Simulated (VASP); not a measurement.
# As (R-3m) in VASP: notebook, part 2 of 3

VASP 6.6.1. The steps go on from the part before.

## (3) Single point, PBE (volume scaled by 1.12)

The input, INCAR:

```
PREC = Accurate
ENCUT = 520
EDIFF = 1E-6
ISMEAR = -1
SIGMA = 0.1
LREAL = F
LASPH = T
NELM = 100
ALGO = Normal
ISIF = 2
LWAVE = F
LCHARG = T
GGA = PE
LELF = T
LVHAR = T
NBANDS = 12
```

The input, KPOINTS:

```
regular mesh
0
Gamma
  16 16 16
```

The input, POSCAR:

```
As
1.0
    1.9768977284      1.1413624357      3.7470712492
   -1.9768977284      1.1413624357      3.7470712492
    0.0000000000     -2.2827248713      3.7470712492
As
2
Direct
    0.7737100447      0.7737100447      0.7737100447
    0.2262899553      0.2262899553      0.2262899553
```

Potentials or basis: VASP PAW PBE potentials, release 64 (As).

Launch:

```
$ cat potpaw_PBE.64/As/POTCAR > POTCAR
$ mpirun -np 1 vasp_std > vasp.out
```

OUTCAR:

```text
PREC = Accurate
   ENCUT = 520
   EDIFF = 1E-6
   ISMEAR = -1
   LREAL = F
   LASPH = T
   NELM = 100
   ISIF = 2
   GGA = PE

 ion  position               nearest neighbor table
   1  0.774  0.774  0.774-   2 2.65   2 2.65   2 2.65
   2  0.226  0.226  0.226-   1 2.65   1 2.65   1 2.65

  LATTYP: Found a trigonal (rhomboedric) cell.
 ALAT       =     4.3876389761
 COS(alpha) =     0.5939900948

  Lattice vectors:

 A1 = (   1.9768977284,   1.1413624357,   3.7470712492)
 A2 = (  -1.9768977284,   1.1413624357,   3.7470712492)
 A3 = (   0.0000000000,  -2.2827248713,   3.7470712492)

Analysis of symmetry for initial positions (statically):
=====================================================================
 Subroutine PRICEL returns:
 Original cell was already a primitive cell.

 Routine SETGRP: Setting up the symmetry group for a
 trigonal (rhombohedral) supercell.

 Subroutine GETGRP returns: Found 12 space group operations
 (whereof 12 operations were pure point group operations)
 out of a pool of 12 trial point group operations.

The static configuration has the point symmetry D_3d.

Analysis of symmetry for dynamics (positions and initial velocities):
=====================================================================
 Subroutine PRICEL returns:
 Original cell was already a primitive cell.

 Routine SETGRP: Setting up the symmetry group for a
 trigonal (rhombohedral) supercell.

 Subroutine GETGRP returns: Found 12 space group operations
 (whereof 12 operations were pure point group operations)
 out of a pool of 12 trial point group operations.

The dynamic configuration has the point symmetry D_3d.

 Subroutine INISYM returns: Found 12 space group operations
 (whereof 12 operations are pure point group operations),
 and found     1 'primitive' translations

----------------------------------------------------------------------------------------

                                     Primitive cell

  volume of cell :      50.7284

  direct lattice vectors                    reciprocal lattice vectors
     1.976897728  1.141362436  3.747071249     0.252921531  0.146024314  0.088958365
    -1.976897728  1.141362436  3.747071249    -0.252921531  0.146024314  0.088958365
     0.000000000 -2.282724871  3.747071249     0.000000000 -0.292048628  0.088958365

  length of vectors
     4.387638976  4.387638976  4.387638976     0.305296564  0.305296564  0.305296564

  position of ions in fractional coordinates (direct lattice)
     0.773710045  0.773710045  0.773710045
     0.226289955  0.226289955  0.226289955

  ion indices of the primitive-cell ions
   primitive index   ion index
                 1           1
                 2           2

----------------------------------------------------------------------------------------

 KPOINTS: regular mesh

Automatic generation of k-mesh.
 Grid dimensions read from file:
 generate k-points for:   16   16   16

 Generating k-lattice:

  Cartesian coordinates                     Fractional coordinates (reciprocal lattice)
     0.015807596  0.009126520  0.005559898     0.062500000  0.000000000  0.000000000
    -0.015807596  0.009126520  0.005559898     0.000000000  0.062500000  0.000000000
     0.000000000 -0.018253039  0.005559898    -0.000000000 -0.000000000  0.062500000

  Length of vectors
     0.019081035  0.019081035  0.019081035

  Shift w.r.t. Gamma in fractional coordinates (k-lattice)
     0.000000000  0.000000000  0.000000000

 Subroutine IBZKPT returns following result:
 ===========================================

 Found    417 irreducible k-points:

 Following reciprocal coordinates:
            Coordinates               Weight
  0.000000  0.000000  0.000000      1.000000
  0.062500 -0.000000 -0.000000      6.000000
  0.125000 -0.000000 -0.000000      6.000000
  0.187500 -0.000000 -0.000000      6.000000
  0.250000 -0.000000 -0.000000      6.000000
  0.312500 -0.000000 -0.000000      6.000000
[... 16 lines left out ...]
 -0.125000  0.062500  0.000000     12.000000
 -0.062500  0.062500  0.000000      6.000000
 [... further k-points ...]
   k-points           NKPTS =    417   k-points in BZ     NKDIM =    417   number of bands    NBANDS=     12
   number of dos      NEDOS =    301   number of ions     NIONS =      2
   total plane-waves  NPLWV =  46656
   dimension x,y,z NGX =    36 NGY =   36 NGZ =   36
   dimension x,y,z NGXF=    72 NGYF=   72 NGZF=   72
   ions per type =               2
   NGX,Y,Z   is equivalent  to a cutoff of  13.64, 13.64, 13.64 a.u.
   NGXF,Y,Z  is equivalent  to a cutoff of  27.28, 27.28, 27.28 a.u.
 SYSTEM =  unknown system
   PREC   = accura    normal or accurate (medium, high low for compatibility)
   ISTART =      0    job   : 0-new  1-cont  2-samecut
   ICHARG =      2    charge: 1-file 2-atom 10-const
   ISPIN  =      1    spin polarized calculation?
   LNONCOLLINEAR =      F non collinear calculations
   LSORBIT =      F    spin-orbit coupling
   LASPH  =      T    aspherical Exc in radial PAW
   ENCUT  =  520.0 eV  38.22 Ry    6.18 a.u.   8.16  8.16  8.16*2*pi/ulx,y,z
   NELM   =    100;   NELMIN=  2; NELMDL= -5     # of ELM steps
   EDIFF  = 0.1E-05   stopping-criterion for ELM
   LREAL  =      F    real-space projection
   EDIFFG = 0.1E-04   stopping-criterion for IOM
   NSW    =      0    number of steps for IOM
   IBRION =     -1    ionic relax: 0-MD 1-quasi-New 2-CG
   NFREE  =      0    steps in history (QN), initial steepest desc. (CG)
   ISIF   =      2    stress and relaxation
   ISYM   =      2    0-nonsym 1-usesym 2-fastsym
   POTIM  = 0.5000    time-step for ionic-motion
   TEBEG  =    0.0;   TEEND  =   0.0 temperature during run
   PSTRESS=    0.0 pullay stress
   NELECT =      10.0000    total number of electrons
   NUPDOWN=      -1.0000    fix difference up-down
   EMIN   =  10.00;   EMAX   =-10.00  energy-range for DOS
   EFERMI =   0.00;   METHOD = LEGACY
   ISMEAR =    -1;   SIGMA  =   0.10  broadening in eV -4-tet -1-fermi 0-gaus
   EFERMI_NEDOS =   21; number of points for ismear=-14 and -15
   IALGO  =     38    algorithm
   IMIX   =      4    mixing-type and parameters
     AMIX     =   0.40;   BMIX     =  1.00
     AMIX_MAG =   1.60;   BMIX_MAG =  1.00
  volume/ion in A,a.u.               =      25.36       171.17
  Fermi-wavevector in a.u.,A,eV,Ry     =   0.952777  1.800487 12.351146  0.907784
  Thomas-Fermi vector in A             =   2.081371
   LORBIT       =      0    0 simple, 1 ext, 2 COOP (PROOUT), +10 PAW based schemes
   GGA     = PE    functional components
   LHFCALC =     F    Hartree Fock is set to
   AEXX    =    0.0000 exact exchange contribution
   IVDW    =     0    specifies the selected vdW correction
   LEPSILON=     F    determine dielectric tensor
   LRPA    =     F    only Hartree local field effects (RPA)
 non-spin polarized calculation
  energy-cutoff  :      520.00
  volume of cell :       50.73
 maximum number of plane-waves:      1394
 NGX is ok and might be reduce to    36
   NGX = 17   NGY = 17   NGZ = 17

 number of electron      10.0000000 magnetization

 Free energy of the ion-electron system (eV)
  ---------------------------------------------------
  ext. energy  EPLUGINS =         0.00000000
  ---------------------------------------------------
  free energy    TOTEN  =        -9.23992350 eV

  energy without entropy =       -9.23157657  energy(sigma->0) =       -9.23575003

 E-fermi :   3.8189     XC(G=0):  -9.2618

 val. band max:        3.8176387619   @ k =   0.3750   0.1875   0.1875
 cond. band min:       3.8790254235   @ k =   0.4375   0.1250   0.1250
 fundamental gap:      0.0613866615
 Fermi energy:         3.8189101016

 k-point     1 :       0.0000    0.0000    0.0000
  band No.  band energies     occupation
      1      -9.9366      2.00000
      2      -2.8149      2.00000
      3       1.6933      2.00000
      4       2.1280      2.00000
      5       2.1280      2.00000
      6       5.3639      0.00000
      7       6.3873      0.00000
      8       6.3873      0.00000
      9      10.7837      0.00000
     10      10.7837      0.00000
     11      10.9742      0.00000
     12      11.7867      0.00000
[... 331 lines left out ...]
 k-point    24 :      -0.0625    0.0625    0.0000
  band No.  band energies     occupation
      1      -9.8131      2.00000
      2      -3.1005      2.00000
      3       1.7116      2.00000
      4       2.0022      2.00000
      5       2.0043      2.00000
      6       5.5972      0.00000
      7       5.9423      0.00000
      8       6.4311      0.00000
      9       9.9946      0.00000
     10      10.3497      0.00000
     11      11.0195      0.00000
     12      12.2385      0.00000

 [... further k-points ...]
[... 5 lines left out ...]
  --------------------------------------------------------------------------------------
  -------------------------------------------------------------------------------------
  Total       -2.0849109     -2.0849109     -1.4158189      0.0000000     -0.0000000      0.0000000
  in kB      -65.8486848    -65.8486848    -44.7164499      0.0000000     -0.0000000      0.0000000
  external PRESSURE =     -58.8046065 kB  Pullay stress =       0.0000000 kB

 VOLUME and BASIS-vectors are now :
 -----------------------------------------------------------------------------
  energy-cutoff  :      520.00
  volume of cell :       50.73
      direct lattice vectors                 reciprocal lattice vectors
     1.976897728  1.141362436  3.747071249     0.252921531  0.146024314  0.088958365
    -1.976897728  1.141362436  3.747071249    -0.252921531  0.146024314  0.088958365
     0.000000000 -2.282724871  3.747071249     0.000000000 -0.292048628  0.088958365

 POSITION                                       TOTAL-FORCE (eV/Angst)
 -----------------------------------------------------------------------------------
      0.00000      0.00000      8.69744         0.000000      0.000000      0.613431
      0.00000      0.00000      2.54377         0.000000     -0.000000     -0.613431
 -----------------------------------------------------------------------------------
    total drift:                                0.000000     -0.000000      0.000000

  FREE ENERGIE OF THE ION-ELECTRON SYSTEM (eV)
  ---------------------------------------------------
  free  energy   TOTEN  =        -9.2399235011 eV

  energy  without entropy=       -9.2315765675  energy(sigma->0) =       -9.23575003
```

Run time: 2.5 min. Hardware: 1 thread of AMD EPYC 9R45 (Zen 5), shared host; peak memory 0.34 GiB.

What came out:

| Property | Result |
| --- | --- |
| Free energy | -9.2399 eV |
| Pressure | -5.9 GPa |
| Largest force | 0.613 eV/Å |
| Band gap on the k mesh | zero (band 5 reaches 3.91 eV, above the bottom of band 6 at 3.54 eV) |

Forces in eV/Å, atoms in the order of the input:
```
As   0.000  0.000  0.613
As   0.000  0.000 -0.613
```

Stress tensor (GPa, compression positive):
```
-6.58  0.00  0.00
 0.00 -6.58  0.00
 0.00  0.00 -4.47
```

Levels at points of the mesh, in eV from the Fermi level:
```
           k point  band 1  band 2  band 3  band 4  band 5  band 6  band 7  band 8  band 9  band 10
(0.00, 0.00, 0.00)  -13.76   -6.63   -2.13   -1.69   -1.69    1.54    2.57    2.57    6.96     6.96
(0.50, 0.00, 0.00)  -11.52  -10.41   -2.52   -2.39   -0.57   -0.28    0.55    1.44    8.59     8.61
(0.50, 0.50, 0.00)  -11.56   -9.44   -5.11   -3.50   -3.41    1.85    4.49    5.88    6.12    10.16
(0.50, 0.50, 0.50)  -12.78   -9.38   -1.45   -1.45   -0.86    0.90    0.90    1.30    7.72     9.96
```

[end of part 2 of 3]
